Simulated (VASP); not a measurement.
# Sb (P-1) in VASP: a series of runs, part 2 of 2

VASP 6.6.1.

## 3. Single point, PBEsol-based global hybrid

This run uses another cell than the first one, of 26.04 Å³/atom, 0.982 times its volume.

Input file POSCAR:

```
Sb
1.0
    0.1822230636      2.3674405489      2.4715211922
    2.4284216325      0.0003929861      2.6479282064
    2.2438616971      2.3652441546      0.1868383778
Sb
1
Direct
    0.0000000000      0.0000000000      0.0000000000
```

Input file INCAR.step1:

```
SYSTEM = Sb
PREC = Accurate ; ENCUT = 520
EDIFF = 1E-5 ; ISMEAR = -1
SIGMA = 0.05 ; LREAL = .False.
LASPH = .True. ; NELM = 60
ALGO = Normal ; ISIF = 2
LWAVE = .True. ; LCHARG = .False.
NBANDS = 8 ; GGA = PE
```

Input file INCAR.step2:

```
SYSTEM = Sb
PREC = Accurate ; ENCUT = 520
EDIFF = 1E-7 ; ISMEAR = -1
SIGMA = 0.05 ; LREAL = .False.
LASPH = .True. ; NELM = 60
ALGO = Normal ; ISIF = 2
LWAVE = .False. ; LCHARG = .False.
GGA = PS ; LHFCALC = .True.
AEXX = 0.25 ; PRECFOCK = Normal
NBANDS = 8 ; ISTART = 1
```

Input file KPOINTS:

```
regular mesh
0
Gamma
  5 5 5
  0 0 0
```

Potentials or basis: VASP PAW PBE potentials, release 64 (Sb).

Started as:

```console
> cat potpaw_PBE.64/Sb/POTCAR > POTCAR
> cp INCAR.step1 INCAR
> mpirun -np 1 vasp_std > vasp.out
> cp INCAR.step2 INCAR
> mpirun -np 1 vasp_std > vasp.out
```

OUTCAR:

```text
SYSTEM = Sb
   PREC = Accurate
   ENCUT = 520
   EDIFF = 1E-7
   ISMEAR = -1
   LREAL = .False.
   LASPH = .True.
   NELM = 60
   ISIF = 2
   GGA = PS
   LHFCALC = .True.
   AEXX = 0.25
   PRECFOCK = Normal
   ISTART = 1

 ion  position               nearest neighbor table
   1  0.000  0.000  0.000-

  LATTYP: Found a triclinic cell.
 ALAT       =     3.2679414943
 B/A-ratio  =     1.4480993003
 C/A-ratio  =     0.9416809717
 COS(alpha) =     0.0026810503
 COS(beta)  =     0.4209179344
 COS(gamma) =     0.7245423081

  Lattice vectors:

 A1 = (   2.2461985689,  -2.3670475628,   0.1764070142)
 A2 = (   0.0023368718,  -4.7322917174,  -0.0104313636)
 A3 = (   2.0616386335,  -0.0021963943,  -2.2846828144)

Analysis of symmetry for initial positions (statically):
=====================================================================
 Subroutine PRICEL returns:
 Original cell was already a primitive cell.

 Routine SETGRP: Setting up the symmetry group for a
 triclinic supercell.

 Subroutine GETGRP returns: Found  2 space group operations
 (whereof  2 operations were pure point group operations)
 out of a pool of  2 trial point group operations.

The static configuration has the point symmetry S_2 .

Analysis of symmetry for dynamics (positions and initial velocities):
=====================================================================
 Subroutine PRICEL returns:
 Original cell was already a primitive cell.

 Routine SETGRP: Setting up the symmetry group for a
 triclinic supercell.

 Subroutine GETGRP returns: Found  2 space group operations
 (whereof  2 operations were pure point group operations)
 out of a pool of  2 trial point group operations.

The dynamic configuration has the point symmetry S_2 .

 Subroutine INISYM returns: Found  2 space group operations
 (whereof  2 operations are pure point group operations),
 and found     1 'primitive' translations

----------------------------------------------------------------------------------------

                                     Primitive cell

  volume of cell :      26.0447

  direct lattice vectors                    reciprocal lattice vectors
     0.182223064  2.367440549  2.471521192    -0.240468174  0.210709308  0.220502697
     2.428421633  0.000392986  2.647928206     0.207467190 -0.211624778  0.187416469
     2.243861697  2.365244155  0.186838378     0.240657005  0.211919520 -0.220738597

  length of vectors
     3.427301708  3.592875668  3.265609255     0.388387428  0.350645996  0.389295781

  position of ions in fractional coordinates (direct lattice)
     0.000000000  0.000000000  0.000000000

  ion indices of the primitive-cell ions
   primitive index   ion index
                 1           1

----------------------------------------------------------------------------------------

 KPOINTS: regular mesh

Automatic generation of k-mesh.
 Grid dimensions read from file:
 generate k-points for:    5    5    5

 Generating k-lattice:

  Cartesian coordinates                     Fractional coordinates (reciprocal lattice)
    -0.048093635  0.042141862  0.044100539     0.200000000 -0.000000000  0.000000000
     0.041493438 -0.042324956  0.037483294     0.000000000  0.200000000  0.000000000
     0.048131401  0.042383904 -0.044147719     0.000000000  0.000000000  0.200000000

  Length of vectors
     0.077677486  0.070129199  0.077859156

  Shift w.r.t. Gamma in fractional coordinates (k-lattice)
     0.000000000  0.000000000  0.000000000

 Subroutine IBZKPT returns following result:
 ===========================================

 Found     63 irreducible k-points:

 Following reciprocal coordinates:
            Coordinates               Weight
  0.000000  0.000000  0.000000      1.000000
  0.200000 -0.000000 -0.000000      2.000000
  0.400000  0.000000 -0.000000      2.000000
 -0.000000  0.200000 -0.000000      2.000000
  0.200000  0.200000 -0.000000      2.000000
  0.400000  0.200000 -0.000000      2.000000
[... 16 lines left out ...]
 -0.200000  0.200000  0.200000      2.000000
  0.000000  0.400000  0.200000      2.000000
 [... further k-points ...]
   k-points           NKPTS =     63   k-points in BZ     NKDIM =    125   number of bands    NBANDS=      8
   number of dos      NEDOS =    301   number of ions     NIONS =      1
   total plane-waves  NPLWV =  18816
   dimension x,y,z NGX =    28 NGY =   28 NGZ =   24
   dimension x,y,z NGXF=    56 NGYF=   56 NGZF=   48
   ions per type =               1
   NGX,Y,Z   is equivalent  to a cutoff of  13.58, 12.96, 12.22 a.u.
   NGXF,Y,Z  is equivalent  to a cutoff of  27.16, 25.91, 24.44 a.u.
 SYSTEM =  Sb
   PREC   = accura    normal or accurate (medium, high low for compatibility)
   ISTART =      1    job   : 0-new  1-cont  2-samecut
   ICHARG =      0    charge: 1-file 2-atom 10-const
   ISPIN  =      1    spin polarized calculation?
   LNONCOLLINEAR =      F non collinear calculations
   LSORBIT =      F    spin-orbit coupling
   LASPH  =      T    aspherical Exc in radial PAW
   ENCUT  =  520.0 eV  38.22 Ry    6.18 a.u.   6.37  6.68  6.07*2*pi/ulx,y,z
   NELM   =     60;   NELMIN=  2; NELMDL=  0     # of ELM steps
   EDIFF  = 0.1E-06   stopping-criterion for ELM
   LREAL  =      F    real-space projection
   EDIFFG = 0.1E-05   stopping-criterion for IOM
   NSW    =      0    number of steps for IOM
   IBRION =     -1    ionic relax: 0-MD 1-quasi-New 2-CG
   NFREE  =      0    steps in history (QN), initial steepest desc. (CG)
   ISIF   =      2    stress and relaxation
   ISYM   =      3    0-nonsym 1-usesym 2-fastsym
   POTIM  = 0.5000    time-step for ionic-motion
   TEBEG  =    0.0;   TEEND  =   0.0 temperature during run
   PSTRESS=    0.0 pullay stress
   NELECT =       5.0000    total number of electrons
   NUPDOWN=      -1.0000    fix difference up-down
   EMIN   =  10.00;   EMAX   =-10.00  energy-range for DOS
   EFERMI =   0.00;   METHOD = LEGACY
   ISMEAR =    -1;   SIGMA  =   0.05  broadening in eV -4-tet -1-fermi 0-gaus
   EFERMI_NEDOS =   21; number of points for ismear=-14 and -15
   IALGO  =     38    algorithm
   IMIX   =      1    mixing-type and parameters
     AMIX     =   0.40;   BMIX     =  1.00
     AMIX_MAG =   1.60;   BMIX_MAG =  1.00
  volume/ion in A,a.u.               =      26.04       175.76
  Fermi-wavevector in a.u.,A,eV,Ry     =   0.944405  1.784667 12.135050  0.891901
  Thomas-Fermi vector in A             =   2.072207
   LORBIT       =      0    0 simple, 1 ext, 2 COOP (PROOUT), +10 PAW based schemes
   GGA     = PS    functional components
   LHFCALC =     T    Hartree Fock is set to
   PRECFOCK=normal    Normal, Fast or Accurate (Low or Medium for compatibility)
   ENCUT4O =  -1.0   cutoff for four orbital integrals eV
   NKREDX  =     1    reduce k-point grid by
   NKREDY  =     1    reduce k-point grid by
   NKREDZ  =     1    reduce k-point grid by
   AEXX    =    0.2500 exact exchange contribution
   HFSCREEN=    0.0000 screening length (either q_TF or 0.3 A-1)
   HFSCREENC=   0.0000 screening length for correlation (either q_TF or 0.3 A-1)
   ENCUTFOCK=  -1.0 apply spherical cutoff to Coloumb kernel
   IVDW    =     0    specifies the selected vdW correction
   LEPSILON=     F    determine dielectric tensor
   LRPA    =     F    only Hartree local field effects (RPA)
 non-spin polarized calculation
  energy-cutoff  :      520.00
  volume of cell :       26.04
 maximum number of plane-waves:       715
 NGX is ok and might be reduce to    28
  NGX = 20; NGY = 24; NGZ = 20

 number of electron       5.0000000 magnetization

 Free energy of the ion-electron system (eV)
  ---------------------------------------------------
  ext. energy  EPLUGINS =         0.00000000
  ---------------------------------------------------
  free energy    TOTEN  =        -5.55010165 eV

  energy without entropy =       -5.54904260  energy(sigma->0) =       -5.54957212

 E-fermi :   8.6144     XC(G=0):  -8.2658

 val. band max:        8.5539921643   @ k =  -0.2000   0.4000   0.0000
 cond. band min:       9.1049897982   @ k =  -0.4000   0.2000   0.4000
 fundamental gap:      0.5509976340
 Fermi energy:         8.6143651405

 k-point     1 :       0.0000    0.0000    0.0000
  band No.  band energies     occupation
      1      -6.5151      2.00000
      2      13.6187      0.00000
      3      14.6022      0.00000
      4      17.1919      0.00000
      5      18.1474      0.00000
      6      18.7879      0.00000
      7      21.3554      0.00000
      8      21.8719      0.00000
[... 243 lines left out ...]
 k-point    24 :       0.0000    0.4000    0.2000
  band No.  band energies     occupation
      1      -3.3851      2.00000
      2       4.8159      2.00000
      3      10.9474      0.00000
      4      11.6001      0.00000
      5      16.1984      0.00000
      6      19.7419      0.00000
      7      22.5286      0.00000
      8      23.9751      0.00000

 [... further k-points ...]
[... 5 lines left out ...]
  --------------------------------------------------------------------------------------
  -------------------------------------------------------------------------------------
  Total        0.0375710     -0.1703578     -0.6323691     -0.0116451      0.1020332      0.3222941
  in kB        2.3112349    -10.4798057    -38.9010883     -0.7163670      6.2767199     19.8263781
  external PRESSURE =     -15.6898864 kB  Pullay stress =       0.0000000 kB

 VOLUME and BASIS-vectors are now :
 -----------------------------------------------------------------------------
  energy-cutoff  :      520.00
  volume of cell :       26.04
      direct lattice vectors                 reciprocal lattice vectors
     0.182223064  2.367440549  2.471521192    -0.240468174  0.210709308  0.220502697
     2.428421633  0.000392986  2.647928206     0.207467190 -0.211624778  0.187416469
     2.243861697  2.365244155  0.186838378     0.240657005  0.211919520 -0.220738597

 POSITION                                       TOTAL-FORCE (eV/Angst)
 -----------------------------------------------------------------------------------
      0.00000      0.00000      0.00000        -0.000000      0.000000      0.000000
 -----------------------------------------------------------------------------------
    total drift:                                0.000000     -0.000000      0.000000

  FREE ENERGIE OF THE ION-ELECTRON SYSTEM (eV)
  ---------------------------------------------------
  free  energy   TOTEN  =        -5.5501016480 eV

  energy  without entropy=       -5.5490425981  energy(sigma->0) =       -5.54957212
```

OUTCAR.step1:

```text
SYSTEM = Sb
   PREC = Accurate
   ENCUT = 520
   EDIFF = 1E-5
   ISMEAR = -1
   LREAL = .False.
[... 487 lines left out ...]
 -----------------------------------------------------------------------------------
      0.00000      0.00000      0.00000        -0.000000      0.000000      0.000000
 -----------------------------------------------------------------------------------
    total drift:                                0.000000      0.000000      0.000000

  FREE ENERGIE OF THE ION-ELECTRON SYSTEM (eV)
  ---------------------------------------------------
  free  energy   TOTEN  =        -3.7880050399 eV

  energy  without entropy=       -3.7794344953  energy(sigma->0) =       -3.78371977
```

OSZICAR.step1:

```text
N       E                     dE             d eps       ncg     rms          rms(c)
DAV:   1     0.542422309102E+01    0.54242E+01   -0.17535E+03  1008   0.419E+02
DAV:   2    -0.368507808923E+01   -0.91093E+01   -0.85637E+01  1424   0.532E+01
DAV:   3    -0.379315620668E+01   -0.10808E+00   -0.10751E+00  1280   0.644E+00
DAV:   4    -0.379343262692E+01   -0.27642E-03   -0.27642E-03  1552   0.373E-01
DAV:   5    -0.379343286021E+01   -0.23329E-06   -0.23326E-06  1264   0.834E-03    0.189E+00
DAV:   6    -0.378993014147E+01    0.35027E-02   -0.17401E-03  1304   0.218E-01    0.108E+00
DAV:   7    -0.378799682552E+01    0.19333E-02   -0.37004E-03  1136   0.319E-01    0.476E-02
DAV:   8    -0.378800503986E+01   -0.82143E-05   -0.57366E-05  1456   0.575E-02
   1 F= -.37880050E+01 E0= -.37837198E+01  d E =-.857054E-02
```

It took 13 min on 1 thread of Intel Xeon 6975P-C (Granite Rapids), shared host; peak memory 0.17 GiB.

Results:

* Free energy: -5.5501 eV
* Pressure: -1.6 GPa

Caveat: the k points lie up to 0.49 Å⁻¹ apart; the PAW data sets were made with another functional, which shifts forces and pressure a little; spin-orbit coupling is left out, which moves the levels of the heavy elements.
